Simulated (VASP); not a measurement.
# SrO (Cmmm) in VASP: further runs

Aim: see how the results for SrO move with the level of theory and the settings. Levels: HSE06, PBE, r2SCAN. Tasks: single point.

Program: VASP 6.6.1. These are calculated values, not measurements. Logs are shortened: lines on timing, memory, paths and dates and some standing lists are left out, and cuts for length are marked.

### 1 The cell of the first run

It takes space group Cmmm (No. 65, orthorhombic). Conventional cell: a = 4.262 Å, b = 4.514 Å, c = 3.103 Å, α = 90.00°, β = 90.00°, γ = 90.00°. Within 3.5 Å of Sr (site symmetry mmm) lie 8 O at 2.64 to 2.74 Å and 6 Sr at 3.10 Å. O (site symmetry mmm) has 8 Sr at 2.64 to 2.74 Å and 6 O at 3.10 Å within 3.5 Å.

### 2 Single point, HSE06 (shear xy strain -5.8%)

File POSCAR:

```
SrO
1.0
    3.1028650695     -0.0893625140      0.0000000000
   -0.0893625140      3.1028650695      0.0000000000
    0.0000000000      0.0000000000      3.1028650695
Sr O
1 1
Direct
    0.0000000000      0.0000000000      0.0000000000
    0.5000000000      0.5000000000      0.5000000000
```

File INCAR.step1:

```
SYSTEM = SrO
ALGO = Normal
EDIFF = 1E-5
ENCUT = 520
GGA = PE
ISIF = 2
ISMEAR = 0
LASPH = .TRUE.
LCHARG = .FALSE.
LREAL = .FALSE.
LWAVE = .TRUE.
NBANDS = 15
NELM = 100
PREC = Accurate
SIGMA = 0.01
```

File INCAR.step2:

```
SYSTEM = SrO
ALGO = Normal
EDIFF = 1E-6
ENCUT = 520
GGA = PE
HFSCREEN = 0.2079
ISIF = 2
ISMEAR = 0
ISTART = 1
LASPH = .TRUE.
LCHARG = .FALSE.
LHFCALC = .TRUE.
LREAL = .FALSE.
LWAVE = .FALSE.
NBANDS = 15
NELM = 100
PREC = Accurate
PRECFOCK = Normal
SIGMA = 0.01
```

File KPOINTS:

```
k-points
0
G
  6 6 6
  0 0 0
```

Potentials or basis: VASP PAW PBE potentials, release 64 (Sr_sv, O).

Run with:

```sh
$ cat potpaw_PBE.64/Sr_sv/POTCAR potpaw_PBE.64/O/POTCAR > POTCAR
$ cp INCAR.step1 INCAR
$ mpirun -np 1 vasp_std > vasp.out
$ cp INCAR.step2 INCAR
$ mpirun -np 1 vasp_std > vasp.out
```

OUTCAR:

```text
SYSTEM = SrO
   EDIFF = 1E-6
   ENCUT = 520
   GGA = PE
   HFSCREEN = 0.2079
   ISIF = 2
   ISMEAR = 0
   ISTART = 1
   LASPH = .TRUE.
   LHFCALC = .TRUE.
   LREAL = .FALSE.
   NELM = 100
   PREC = Accurate
   PRECFOCK = Normal

 ion  position               nearest neighbor table
   1  0.000  0.000  0.000-   2 2.64   2 2.64   2 2.64   2 2.64   2 2.74   2 2.74   2 2.74   2 2.74

   2  0.500  0.500  0.500-   1 2.64   1 2.64   1 2.64   1 2.64   1 2.74   1 2.74   1 2.74   1 2.74

  LATTYP: Found a base centered orthorhombic cell.
 ALAT       =     4.2617361842
 B/A-ratio  =     1.0593080725
 C/A-ratio  =     0.7280753513

  Lattice vectors:

 A1 = (   3.1028650695,  -0.0893625140,   0.0000000000)
 A2 = (  -0.0893625140,   3.1028650695,   0.0000000000)
 A3 = (   0.0000000000,   0.0000000000,   3.1028650695)

Analysis of symmetry for initial positions (statically):
=====================================================================
 Subroutine PRICEL returns:
 Original cell was already a primitive cell.

 Routine SETGRP: Setting up the symmetry group for a
 base centered orthorhombic supercell.

 Subroutine GETGRP returns: Found  8 space group operations
 (whereof  8 operations were pure point group operations)
 out of a pool of  8 trial point group operations.

The static configuration has the point symmetry D_2h.

Analysis of symmetry for dynamics (positions and initial velocities):
=====================================================================
 Subroutine PRICEL returns:
 Original cell was already a primitive cell.

 Routine SETGRP: Setting up the symmetry group for a
 base centered orthorhombic supercell.

 Subroutine GETGRP returns: Found  8 space group operations
 (whereof  8 operations were pure point group operations)
 out of a pool of  8 trial point group operations.

The dynamic configuration has the point symmetry D_2h.

 Subroutine INISYM returns: Found  8 space group operations
 (whereof  8 operations are pure point group operations),
 and found     1 'primitive' translations

----------------------------------------------------------------------------------------

                                     Primitive cell

  volume of cell :      29.8489

  direct lattice vectors                    reciprocal lattice vectors
     3.102865069 -0.089362514  0.000000000     0.322550322  0.009289449  0.000000000
    -0.089362514  3.102865069  0.000000000     0.009289449  0.322550322  0.000000000
[... 97 lines left out ...]
   NUPDOWN=      -1.0000    fix difference up-down
   EMIN   =  10.00;   EMAX   =-10.00  energy-range for DOS
   EFERMI =   0.00;   METHOD = LEGACY
   ISMEAR =     0;   SIGMA  =   0.01  broadening in eV -4-tet -1-fermi 0-gaus
   EFERMI_NEDOS =   21; number of points for ismear=-14 and -15
   IALGO  =     38    algorithm
   IMIX   =      1    mixing-type and parameters
     AMIX     =   0.40;   BMIX     =  1.00
     AMIX_MAG =   1.60;   BMIX_MAG =  1.00
  volume/ion in A,a.u.               =      14.92       100.72
  Fermi-wavevector in a.u.,A,eV,Ry     =   1.329858  2.513068 24.062220  1.768523
  Thomas-Fermi vector in A             =   2.458989
   LORBIT       =      0    0 simple, 1 ext, 2 COOP (PROOUT), +10 PAW based schemes
   GGA     = PE    functional components
   LHFCALC =     T    Hartree Fock is set to
   PRECFOCK=normal    Normal, Fast or Accurate (Low or Medium for compatibility)
   ENCUT4O =  -1.0   cutoff for four orbital integrals eV
   NKREDX  =     1    reduce k-point grid by
   NKREDY  =     1    reduce k-point grid by
   NKREDZ  =     1    reduce k-point grid by
   AEXX    =    0.2500 exact exchange contribution
   HFSCREEN=    0.2079 screening length (either q_TF or 0.3 A-1)
   HFSCREENC=   0.2079 screening length for correlation (either q_TF or 0.3 A-1)
   ENCUTFOCK=  -1.0 apply spherical cutoff to Coloumb kernel
   IVDW    =     0    specifies the selected vdW correction
   LEPSILON=     F    determine dielectric tensor
   LRPA    =     F    only Hartree local field effects (RPA)
 non-spin polarized calculation
 Gauss-broadening in eV      SIGMA  =   0.01
  energy-cutoff  :      520.00
  volume of cell :       29.85
 maximum number of plane-waves:       820
  NGX = 18; NGY = 18; NGZ = 18

 number of electron      16.0000007 magnetization

 Free energy of the ion-electron system (eV)
  ---------------------------------------------------
  ext. energy  EPLUGINS =         0.00000000
  ---------------------------------------------------
  free energy    TOTEN  =       -13.35893340 eV

  energy without entropy =      -13.35893340  energy(sigma->0) =      -13.35893340

 E-fermi :   2.2015     XC(G=0):  -8.9003

 val. band max:        2.1039147376   @ k =   0.5000   0.0000   0.5000
 cond. band min:       6.3800060274   @ k =   0.0000   0.0000   0.0000
 fundamental gap:      4.2760912898
 Fermi energy:         2.2014502741

 k-point     1 :       0.0000    0.0000    0.0000
  band No.  band energies     occupation
      1     -33.7788      2.00000
      2     -15.1204      2.00000
      3     -13.6727      2.00000
      4     -13.6489      2.00000
      5     -13.6313      2.00000
      6       2.0269      2.00000
      7       2.0300      2.00000
      8       2.0305      2.00000
      9       6.3800      0.00000
     10       6.4096      0.00000
     11       8.3637      0.00000
     12      14.4834      0.00000
     13      14.5299      0.00000
     14      14.6958      0.00000
[... 401 lines left out ...]
      2     -15.8104      2.00000
      3     -14.7199      2.00000
      4     -13.9748      2.00000
      5     -13.6764      2.00000
      6       0.1133      2.00000
      7       0.2781      2.00000
      8       1.4137      2.00000
      9       9.3872      0.00000
     10       9.7466      0.00000
     11      11.6976      0.00000
     12      12.2161      0.00000
     13      13.9796      0.00000
     14      17.6989      0.00000
     15      19.4534      0.00000

 [... further k-points ...]
[... 5 lines left out ...]
  --------------------------------------------------------------------------------------
  -------------------------------------------------------------------------------------
  Total        0.1749375      0.1749375      0.1662173      0.0180510      0.0000000      0.0000000
  in kB        9.3899909      9.3899909      8.9219254      0.9689092      0.0000000      0.0000000
  external PRESSURE =       9.2339691 kB  Pullay stress =       0.0000000 kB

 VOLUME and BASIS-vectors are now :
 -----------------------------------------------------------------------------
  energy-cutoff  :      520.00
  volume of cell :       29.85
      direct lattice vectors                 reciprocal lattice vectors
     3.102865069 -0.089362514  0.000000000     0.322550322  0.009289449  0.000000000
    -0.089362514  3.102865069  0.000000000     0.009289449  0.322550322  0.000000000
     0.000000000  0.000000000  3.102865069     0.000000000  0.000000000  0.322282786

 POSITION                                       TOTAL-FORCE (eV/Angst)
 -----------------------------------------------------------------------------------
      0.00000      0.00000      0.00000        -0.000000      0.000000      0.000000
      1.50675      1.50675      1.55143         0.000000      0.000000      0.000000
 -----------------------------------------------------------------------------------
    total drift:                                0.000000     -0.000000      0.000000

  FREE ENERGIE OF THE ION-ELECTRON SYSTEM (eV)
  ---------------------------------------------------
  free  energy   TOTEN  =       -13.3589334036 eV

  energy  without entropy=      -13.3589334036  energy(sigma->0) =      -13.35893340
```

OUTCAR.step1:

```text
SYSTEM = SrO
   EDIFF = 1E-5
   ENCUT = 520
   GGA = PE
   ISIF = 2
   ISMEAR = 0
[... 657 lines left out ...]
      0.00000      0.00000      0.00000         0.000000      0.000000      0.000000
      1.50675      1.50675      1.55143        -0.000000      0.000000      0.000000
 -----------------------------------------------------------------------------------
    total drift:                                0.000000      0.000000     -0.000000

  FREE ENERGIE OF THE ION-ELECTRON SYSTEM (eV)
  ---------------------------------------------------
  free  energy   TOTEN  =       -11.2089153530 eV

  energy  without entropy=      -11.2089153530  energy(sigma->0) =      -11.20891535
```

OSZICAR.step1:

```text
N       E                     dE             d eps       ncg     rms          rms(c)
DAV:   1     0.662832845391E+02    0.66283E+02   -0.86462E+03  1560   0.106E+03
DAV:   2    -0.105397231370E+02   -0.76823E+02   -0.71511E+02  2126   0.226E+02
DAV:   3    -0.131785713415E+02   -0.26388E+01   -0.26275E+01  1926   0.368E+01
DAV:   4    -0.132157631465E+02   -0.37192E-01   -0.37185E-01  2005   0.426E+00
DAV:   5    -0.132169180046E+02   -0.11549E-02   -0.11548E-02  1996   0.572E-01    0.158E+01
DAV:   6    -0.113478854272E+02    0.18690E+01   -0.49396E+00  1644   0.180E+01    0.182E+01
DAV:   7    -0.112425562750E+02    0.10533E+00   -0.26711E-01  1736   0.407E+00    0.106E+01
DAV:   8    -0.112077481699E+02    0.34808E-01   -0.11969E-01  1917   0.338E+00    0.881E-01
DAV:   9    -0.112089220205E+02   -0.11739E-02   -0.72228E-03  2057   0.672E-01    0.238E-01
DAV:  10    -0.112088634478E+02    0.58573E-04   -0.69660E-04  1749   0.287E-01    0.971E-02
DAV:  11    -0.112089141789E+02   -0.50731E-04   -0.84127E-05  1847   0.874E-02    0.385E-02
DAV:  12    -0.112089153530E+02   -0.11740E-05   -0.69317E-06  1433   0.310E-02
   1 F= -.11208915E+02 E0= -.11208915E+02  d E =-.244126E-22
```

Run time: 38 min. Hardware: 1 thread of AMD EPYC 9R45 (Zen 5), shared host; peak memory 0.24 GiB.

What came out:

- Free energy: -13.3589 eV
- Pressure: 0.9 GPa
- Band gap on the k mesh: 4.28 eV, indirect (least direct gap 4.35 eV)

Caveat: the cell differs from its parent crystal (shear xy strain -5.8%); the PAW data sets were made with another functional, which shifts forces and pressure a little.

### 3 Single point, PBE (shear xy strain -5.8%)

File INCAR:

```
ALGO = Normal
EDIFF = 1E-6
ENCUT = 520
GGA = PE
ISIF = 2
ISMEAR = -1
LASPH = T
LCHARG = F
LREAL = F
LWAVE = F
NBANDS = 15
NELM = 80
PREC = Accurate
SIGMA = 0.02
```

File KPOINTS:

```
k-points
0
Gamma
  8 8 8
```

POSCAR is that of step 2.

Potentials or basis: VASP PAW PBE potentials, release 64 (Sr_sv, O).

Run with:

```sh
$ cat potpaw_PBE.64/Sr_sv/POTCAR potpaw_PBE.64/O/POTCAR > POTCAR
$ mpirun -np 1 vasp_std > vasp.out
```

OUTCAR:

```text
EDIFF = 1E-6
   ENCUT = 520
   GGA = PE
   ISIF = 2
   ISMEAR = -1
   LASPH = T
   LREAL = F
   NELM = 80
   PREC = Accurate

 ion  position               nearest neighbor table
   1  0.000  0.000  0.000-   2 2.64   2 2.64   2 2.64   2 2.64   2 2.74   2 2.74   2 2.74   2 2.74

   2  0.500  0.500  0.500-   1 2.64   1 2.64   1 2.64   1 2.64   1 2.74   1 2.74   1 2.74   1 2.74

  LATTYP: Found a base centered orthorhombic cell.
 ALAT       =     4.2617361842
[... 612 lines left out ...]
      8       2.7836      2.00000
      9       6.8839      0.00000
     10       8.6321      0.00000
     11       9.9751      0.00000
     12      12.5974      0.00000
     13      12.8012      0.00000
     14      13.7952      0.00000
     15      18.9073      0.00000

 [... further k-points ...]
[... 5 lines left out ...]
  --------------------------------------------------------------------------------------
  -------------------------------------------------------------------------------------
  Total        0.7421668      0.7421668      0.7415811      0.0283830      0.0000000      0.0000000
  in kB       39.8367415     39.8367415     39.8053018      1.5234927      0.0000000      0.0000000
  external PRESSURE =      39.8262616 kB  Pullay stress =       0.0000000 kB

 VOLUME and BASIS-vectors are now :
 -----------------------------------------------------------------------------
  energy-cutoff  :      520.00
  volume of cell :       29.85
      direct lattice vectors                 reciprocal lattice vectors
     3.102865069 -0.089362514  0.000000000     0.322550322  0.009289449  0.000000000
    -0.089362514  3.102865069  0.000000000     0.009289449  0.322550322  0.000000000
     0.000000000  0.000000000  3.102865069     0.000000000  0.000000000  0.322282786

 POSITION                                       TOTAL-FORCE (eV/Angst)
 -----------------------------------------------------------------------------------
      0.00000      0.00000      0.00000         0.000000      0.000000      0.000000
      1.50675      1.50675      1.55143        -0.000000      0.000000      0.000000
 -----------------------------------------------------------------------------------
    total drift:                                0.000000      0.000000     -0.000000

  FREE ENERGIE OF THE ION-ELECTRON SYSTEM (eV)
  ---------------------------------------------------
  free  energy   TOTEN  =       -11.2093923997 eV

  energy  without entropy=      -11.2093923997  energy(sigma->0) =      -11.20939240
```

OSZICAR:

```text
N       E                     dE             d eps       ncg     rms          rms(c)
DAV:   1     0.641190834177E+02    0.64119E+02   -0.86214E+03  3158   0.106E+03
DAV:   2    -0.104543239109E+02   -0.74573E+02   -0.69437E+02  4303   0.224E+02
DAV:   3    -0.131726441121E+02   -0.27183E+01   -0.27076E+01  3860   0.373E+01
DAV:   4    -0.132158827904E+02   -0.43239E-01   -0.43223E-01  4219   0.451E+00
DAV:   5    -0.132169248883E+02   -0.10421E-02   -0.10421E-02  3974   0.547E-01    0.158E+01
DAV:   6    -0.113502811763E+02    0.18666E+01   -0.49350E+00  3325   0.180E+01    0.183E+01
DAV:   7    -0.112431342112E+02    0.10715E+00   -0.25356E-01  3560   0.408E+00    0.106E+01
DAV:   8    -0.112081687393E+02    0.34965E-01   -0.12038E-01  4074   0.339E+00    0.918E-01
DAV:   9    -0.112093767879E+02   -0.12080E-02   -0.69589E-03  4053   0.669E-01    0.242E-01
DAV:  10    -0.112093415037E+02    0.35284E-04   -0.71209E-04  3528   0.290E-01    0.970E-02
DAV:  11    -0.112093915277E+02   -0.50024E-04   -0.85079E-05  3628   0.887E-02    0.368E-02
DAV:  12    -0.112093926619E+02   -0.11342E-05   -0.86009E-06  4436   0.318E-02    0.876E-03
DAV:  13    -0.112093923997E+02    0.26219E-06   -0.18425E-06  3516   0.139E-02
   1 F= -.11209392E+02 E0= -.11209392E+02  d E =-.254920E-10
```

stdout:

```text
POSCAR found type information on POSCAR SrO
 POSCAR found :  2 types and       2 ions
 scaLAPACK will be used
 LDA part: xc-table for (Slater+PW92), standard interpolation
 POSCAR, INCAR and KPOINTS ok, starting setup
 FFT: planning ... GRIDC
 FFT: planning ... GRID_SOFT
 FFT: planning ... GRID
 WAVECAR not read
 entering main loop
```

Run time: 32 s. Hardware: 1 thread of Intel Xeon Platinum 8259CL at 2.50GHz (Skylake/Cascade Lake), shared host; peak memory 0.17 GiB.

What came out:

| Property | Result |
| --- | --- |
| Free energy | -11.2094 eV |
| Pressure | 4.0 GPa |
| Band gap on the k mesh | 2.76 eV, indirect (least direct gap 2.81 eV) |

Caveat: the cell differs from its parent crystal (shear xy strain -5.8%). A k mesh can miss the band edges.

### 4 Single point, r2SCAN (shear xy strain -5.8%)

POSCAR is that of step 3.

File INCAR.step1:

```
PREC = Accurate
ENCUT = 520
ISMEAR = 0
SIGMA = 0.01
LREAL = F
LASPH = T
NELM = 80
NBANDS = 15
GGA = PE
ALGO = Normal
EDIFF = 1E-4
LWAVE = T
LCHARG = F
```

File INCAR.step2:

```
PREC = Accurate
ENCUT = 520
EDIFF = 1E-6
ISMEAR = 0
SIGMA = 0.01
LREAL = F
LASPH = T
NELM = 80
ALGO = Normal
ISIF = 2
LWAVE = F
LCHARG = F
METAGGA = R2SCAN
LMIXTAU = T
NBANDS = 15
ISTART = 1
```

File KPOINTS:

```
Automatic mesh
0
Gamma
  8 8 8
```

Run with:

```sh
$ cat potpaw_PBE.64/Sr_sv/POTCAR potpaw_PBE.64/O/POTCAR > POTCAR
$ cp INCAR.step1 INCAR
$ mpirun -np 1 vasp_std > vasp.out
$ cp INCAR.step2 INCAR
$ mpirun -np 1 vasp_std > vasp.out
```

It took 1.8 min on 1 thread of Intel Xeon Platinum 8259CL at 2.50GHz (Skylake/Cascade Lake), shared host; peak memory 0.18 GiB.

Results (log left out):

```
Free energy            : -26.2853 eV
Pressure               : 1.2 GPa
Band gap on the k mesh : 3.25 eV, indirect (least direct gap 3.30 eV)
```

Stress tensor (GPa, compression positive):
```
1.18 0.31 0.00
0.31 1.18 0.00
0.00 0.00 1.16
```

Levels at points of the mesh, in eV from the valence-band top:
| k point | band 6 | band 7 | band 8 | band 9 | band 10 | band 11 |
| --- | --- | --- | --- | --- | --- | --- |
| (0.00, 0.00, 0.00) | -0.07 | -0.06 | -0.04 | 3.25 | 3.28 | 5.60 |
| (0.50, 0.00, 0.00) | -2.92 | -0.68 | -0.68 | 4.44 | 8.02 | 10.00 |
| (0.50, 0.50, 0.00) | -1.34 | -1.13 | -0.01 | 4.71 | 5.30 | 8.04 |
| (0.00, 0.00, 0.50) | -2.92 | -0.87 | -0.45 | 4.43 | 8.01 | 9.57 |
| (0.50, 0.00, 0.50) | -1.23 | -1.22 | 0.00 | 4.74 | 5.18 | 8.25 |
| (0.50, 0.50, 0.50) | -3.00 | -2.97 | -2.94 | 8.64 | 9.03 | 9.45 |

Caveat: the cell differs from its parent crystal (shear xy strain -5.8%); the PAW data sets were made with another functional, which shifts forces and pressure a little.

### 5 Overview

| level | k mesh | smearing | grid for exact exchange (PRECFOCK) | screening parameter | gap on the mesh (eV) | pressure (GPa) |
| --- | --- | --- | --- | --- | --- | --- |
| HSE06 | 6 × 6 × 6 | gaussian 0.01 eV | Normal | 0.2079 1/Å | 4.28 | 0.9 |
| PBE | 8 × 8 × 8 | fermi-dirac 0.02 eV | - | - | 2.76 | 4.0 |
| r2SCAN | 8 × 8 × 8 | gaussian 0.01 eV | - | - | 3.25 | 1.2 |

Alike in all rows: task single point; potentials or basis VASP PAW PBE potentials, release 64 (Sr_sv, O); no spin polarisation; cell as given; cutoff (eV) 520.

Caveats: the PAW data sets were made with another functional, which shifts forces and pressure a little (some runs).

Total energies depend on the potentials used, so only differences within one code and one set of settings carry meaning.
